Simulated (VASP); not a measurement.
# Ti (P6_3/mmc) in VASP: further runs

Ti is run at these levels: PBE; tasks: single point.

All numbers are computed with VASP 6.6.1; they aren't measurements. Logs are shortened: lines on timing, memory, paths and dates and some standing lists are left out, and cuts for length are marked.

**1. The cell of the first run**

It takes space group P6_3/mmc (No. 194, hexagonal). The conventional cell has a = 3.038 Å, b = 3.038 Å, c = 4.545 Å, α = 90.00°, β = 90.00°, γ = 120.00°. Within 3.8 Å of Ti (site symmetry -6m2) lie 12 Ti at 2.87 to 3.04 Å.

**2. Single point, PBE (strain +0.030 along x and y, -0.030 along z)**

File INCAR:

```
PREC = Accurate
ENCUT = 520
EDIFF = 1E-6
ISMEAR = 0
SIGMA = 0.15
LREAL = False
LASPH = True
NELM = 60
ALGO = Fast
ISIF = 2
LWAVE = False
LCHARG = True
GGA = PE
LELF = True
LVHAR = True
NBANDS = 19
```

File KPOINTS:

```
regular mesh
0
Gamma
  18 18 10
```

File POSCAR:

```
Ti
1.0
    3.0384977962      0.0000000000      0.0000000000
   -1.5192488981      2.6314162809      0.0000000000
    0.0000000000      0.0000000000      4.5454200000
Ti
2
Direct
    0.3333333333      0.6666666667      0.2500000000
    0.6666666667      0.3333333333      0.7500000000
```

Potentials or basis: VASP PAW PBE potentials, release 64 (Ti_sv).

Command:

```sh
$ cat potpaw_PBE.64/Ti_sv/POTCAR > POTCAR
$ mpirun -np 1 vasp_std > vasp.out
```

OUTCAR:

```text
PREC = Accurate
   ENCUT = 520
   EDIFF = 1E-6
   ISMEAR = 0
   LREAL = False
   LASPH = True
   NELM = 60
   ISIF = 2
   GGA = PE

 ion  position               nearest neighbor table
   1  0.333  0.667  0.250-   2 2.87   2 2.87   2 2.87   2 2.87   2 2.87   2 2.87
   2  0.667  0.333  0.750-   1 2.87   1 2.87   1 2.87   1 2.87   1 2.87   1 2.87

  LATTYP: Found a hexagonal cell.
 ALAT       =     3.0384977962
 C/A-ratio  =     1.4959431617

  Lattice vectors:

 A1 = (   3.0384977962,   0.0000000000,   0.0000000000)
 A2 = (  -1.5192488981,   2.6314162809,   0.0000000000)
 A3 = (   0.0000000000,   0.0000000000,   4.5454200000)

Analysis of symmetry for initial positions (statically):
=====================================================================
 Subroutine PRICEL returns:
 Original cell was already a primitive cell.

 Routine SETGRP: Setting up the symmetry group for a
 hexagonal supercell.

 Subroutine GETGRP returns: Found 24 space group operations
 (whereof 12 operations were pure point group operations)
 out of a pool of 24 trial point group operations.

The static configuration has the point symmetry D_3d.
 The point group associated with its full space group is D_6h.

Analysis of symmetry for dynamics (positions and initial velocities):
=====================================================================
 Subroutine PRICEL returns:
 Original cell was already a primitive cell.

 Routine SETGRP: Setting up the symmetry group for a
 hexagonal supercell.

 Subroutine GETGRP returns: Found 24 space group operations
 (whereof 12 operations were pure point group operations)
 out of a pool of 24 trial point group operations.

The dynamic configuration has the point symmetry D_3d.
 The point group associated with its full space group is D_6h.

 Subroutine INISYM returns: Found 24 space group operations
 (whereof 12 operations are pure point group operations),
 and found     1 'primitive' translations

----------------------------------------------------------------------------------------

                                     Primitive cell

  volume of cell :      36.3431

  direct lattice vectors                    reciprocal lattice vectors
     3.038497796  0.000000000  0.000000000     0.329109997  0.190011745  0.000000000
    -1.519248898  2.631416281  0.000000000     0.000000000  0.380023490  0.000000000
[... 83 lines left out ...]
   ENCUT  =  520.0 eV  38.22 Ry    6.18 a.u.   5.65  5.65  8.45*2*pi/ulx,y,z
   NELM   =     60;   NELMIN=  2; NELMDL= -5     # of ELM steps
   EDIFF  = 0.1E-05   stopping-criterion for ELM
   LREAL  =      F    real-space projection
   EDIFFG = 0.1E-04   stopping-criterion for IOM
   NSW    =      0    number of steps for IOM
   IBRION =     -1    ionic relax: 0-MD 1-quasi-New 2-CG
   NFREE  =      0    steps in history (QN), initial steepest desc. (CG)
   ISIF   =      2    stress and relaxation
   ISYM   =      2    0-nonsym 1-usesym 2-fastsym
   POTIM  = 0.5000    time-step for ionic-motion
   TEBEG  =    0.0;   TEEND  =   0.0 temperature during run
   PSTRESS=    0.0 pullay stress
   NELECT =      24.0000    total number of electrons
   NUPDOWN=      -1.0000    fix difference up-down
   EMIN   =  10.00;   EMAX   =-10.00  energy-range for DOS
   EFERMI =   0.00;   METHOD = LEGACY
   ISMEAR =     0;   SIGMA  =   0.15  broadening in eV -4-tet -1-fermi 0-gaus
   EFERMI_NEDOS =   21; number of points for ismear=-14 and -15
   IALGO  =     68    algorithm
   IMIX   =      4    mixing-type and parameters
     AMIX     =   0.40;   BMIX     =  1.00
     AMIX_MAG =   1.60;   BMIX_MAG =  1.00
  volume/ion in A,a.u.               =      18.17       122.63
  Fermi-wavevector in a.u.,A,eV,Ry     =   1.425622  2.694035 27.652458  2.032398
  Thomas-Fermi vector in A             =   2.545987
   LORBIT       =      0    0 simple, 1 ext, 2 COOP (PROOUT), +10 PAW based schemes
   GGA     = PE    functional components
   LHFCALC =     F    Hartree Fock is set to
   AEXX    =    0.0000 exact exchange contribution
   IVDW    =     0    specifies the selected vdW correction
   LEPSILON=     F    determine dielectric tensor
   LRPA    =     F    only Hartree local field effects (RPA)
 non-spin polarized calculation
 RMM-DIIS sequential band-by-band and
 Gauss-broadening in eV      SIGMA  =   0.15
  energy-cutoff  :      520.00
  volume of cell :       36.34
 maximum number of plane-waves:      1001
 NGX is ok and might be reduce to    24
   NGX = 11   NGY = 11   NGZ = 17

 number of electron      24.0000001 magnetization

 Free energy of the ion-electron system (eV)
  ---------------------------------------------------
  ext. energy  EPLUGINS =         0.00000000
  ---------------------------------------------------
  free energy    TOTEN  =       -15.63567465 eV

  energy without entropy =      -15.61061136  energy(sigma->0) =      -15.62314300

 E-fermi :   7.8760     XC(G=0): -11.2834

 val. band max:        7.8694006836   @ k =   0.3889   0.2222   0.3000
 cond. band min:       7.8813183225   @ k =   0.0556   0.0556   0.5000
 fundamental gap:      0.0119176388
 Fermi energy:         7.8760002955

 k-point     1 :       0.0000    0.0000    0.0000
  band No.  band energies     occupation
      1     -49.0876      2.00000
      2     -48.9484      2.00000
      3     -25.6638      2.00000
      4     -25.1027      2.00000
      5     -25.1027      2.00000
      6     -24.9856      2.00000
[... 505 lines left out ...]
      6     -25.2286      2.00000
[... 11 lines left out ...]
     18      11.2978      0.00000
     19      11.7010      0.00000

 [... further k-points ...]

------------------------ aborting loop because EDIFF is reached ----------------------------------------

  FORCE on cell =-STRESS in cart. coord.  units (eV):
  Direction    XX          YY          ZZ          XY          YZ          ZX
  --------------------------------------------------------------------------------------
  -------------------------------------------------------------------------------------
  Total       -1.4774164     -1.4774164     -0.2276590      0.0000000      0.0000000      0.0000000
  in kB      -65.1314885    -65.1314885    -10.0362848      0.0000000      0.0000000      0.0000000
  external PRESSURE =     -46.7664206 kB  Pullay stress =       0.0000000 kB

 VOLUME and BASIS-vectors are now :
 -----------------------------------------------------------------------------
  energy-cutoff  :      520.00
  volume of cell :       36.34
      direct lattice vectors                 reciprocal lattice vectors
     3.038497796  0.000000000  0.000000000     0.329109997  0.190011745  0.000000000
    -1.519248898  2.631416281  0.000000000     0.000000000  0.380023490  0.000000000
     0.000000000  0.000000000  4.545420000     0.000000000  0.000000000  0.220001672

 POSITION                                       TOTAL-FORCE (eV/Angst)
 -----------------------------------------------------------------------------------
     -0.00000      1.75428      1.13636        -0.000000      0.000000      0.000000
      1.51925      0.87714      3.40907         0.000000     -0.000000      0.000000
 -----------------------------------------------------------------------------------
    total drift:                               -0.000000      0.000000     -0.000000

  FREE ENERGIE OF THE ION-ELECTRON SYSTEM (eV)
  ---------------------------------------------------
  free  energy   TOTEN  =       -15.6356746484 eV

  energy  without entropy=      -15.6106113607  energy(sigma->0) =      -15.62314300
```

Run time: 8.6 min. Hardware: 1 thread of Intel Xeon 8259CL, shared host; peak memory 0.25 GiB.

Results:

| Item | Value |
| --- | --- |
| Free energy | -15.6357 eV |
| Pressure | -4.7 GPa |
| Band gap on the k mesh | zero (bands 12 and 13 overlap by 1.04 eV) |

Caveat: the cell differs from its parent crystal (strain +0.030 along x and y, -0.030 along z); the cell stands under tension.

[end of part 1 of 2]
